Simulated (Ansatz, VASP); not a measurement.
HgTe: VASP beside Ansatz

Contents of POSCAR:

```
HgTe
1.0
    0.0000000000      3.4171470602      3.4171470602
    3.4171470602      0.0000000000      3.4171470602
    3.4171470602      3.4171470602      0.0000000000
Hg Te
1 1
Direct
    0.0000000000      0.0000000000      0.0000000000
    0.2500000000      0.2500000000      0.2500000000
```

Contents of INCAR.step1:

```
SYSTEM = HgTe
PREC     = Accurate       ! precision mode
ENCUT    = 520            ! plane-wave cutoff, eV
ISMEAR   = -1             ! smearing method
SIGMA    = 0.02           ! smearing width, eV
LREAL    = .FALSE.        ! projectors in reciprocal space
LASPH    = .TRUE.         ! aspherical terms in the spheres
NELM     = 60             ! most SCF steps
NBANDS   = 16             ! bands
GGA      = PE             ! functional
ALGO     = Normal         ! electronic algorithm
EDIFF    = 1E-4           ! SCF threshold, eV
LWAVE    = .TRUE.         ! write WAVECAR
LCHARG   = .FALSE.        ! write CHGCAR
```

The input INCAR.step2:

```
SYSTEM = HgTe
PREC     = Accurate       ! precision mode
ENCUT    = 520            ! plane-wave cutoff, eV
EDIFF    = 1E-6           ! SCF threshold, eV
ISMEAR   = -1             ! smearing method
SIGMA    = 0.02           ! smearing width, eV
LREAL    = .FALSE.        ! projectors in reciprocal space
LASPH    = .TRUE.         ! aspherical terms in the spheres
NELM     = 60             ! most SCF steps
ALGO     = Normal         ! electronic algorithm
ISIF     = 2              ! what is computed and relaxed
LWAVE    = .FALSE.        ! write WAVECAR
LCHARG   = .FALSE.        ! write CHGCAR
METAGGA  = R2SCAN         ! meta-GGA
LMIXTAU  = .TRUE.       
NBANDS   = 16             ! bands
ISTART   = 1
```

File KPOINTS:

```
Automatic mesh
0
G
  6 6 6
  0 0 0
```

Input for Ansatz:

```yaml
crystal:
  lattice:
    - [0.0, 3.4171470602, 3.4171470602]
    - [3.4171470602, 0.0, 3.4171470602]
    - [3.4171470602, 3.4171470602, 0.0]
  atoms:
    - { symbol: Hg, position: [0.0, 0.0, 0.0] }
    - { symbol: Te, position: [0.25, 0.25, 0.25] }
kpoints:
  mp_grid: { grid: [6, 6, 6] }
  band_path:
    path:
      - [0.0, 0.0, 0.0]
      - [-0.5, -0.5, 0.0]
      - [-0.375, -0.375, 0.25]
      - [-0.375, 0.0, 0.375]
      - [0.0, 0.0, 0.5]
      - [-0.5, -0.25, 0.25]
    npoints: 1
hamiltonian:
  xc: r2scan
scf:
  occupations: { method: fermi_dirac, width: 0.02 }
  n_extra_bands: 4
output:
  forces: true
  stress: true
  eigenvalues: true
```

Change from the starting cell: hydrostatic strain +3.9%.

Alike in both runs: task single point; functional r2SCAN; k mesh 6 × 6 × 6; occupations fermi-dirac, width 0.02 eV; no spin polarisation.

|  | VASP | Ansatz |
| --- | --- | --- |
| version | VASP 6.6.1 | Ansatz 0.2.0 |
| potentials or method | VASP PAW PBE potentials, release 64 (Hg, Te) | plane waves, PAW |
| plane-wave cutoff (eV) | 520 | 500 |
| valence electrons in the cell | 18 | 36 |

|  | VASP | Ansatz | Ansatz less VASP |
| --- | --- | --- | --- |
| pressure (GPa) | -3.4 | -3.4 | -0.03 |

VASP's potentials were made for PBE, not for r2SCAN. With one functional, cell and mesh, what is left measures potentials, basis and numerics. VASP's potentials hold 18 valence electrons a cell and Ansatz's 36, so a difference there can come from the potentials and not from the codes.

Neither program's run includes spin-orbit coupling.
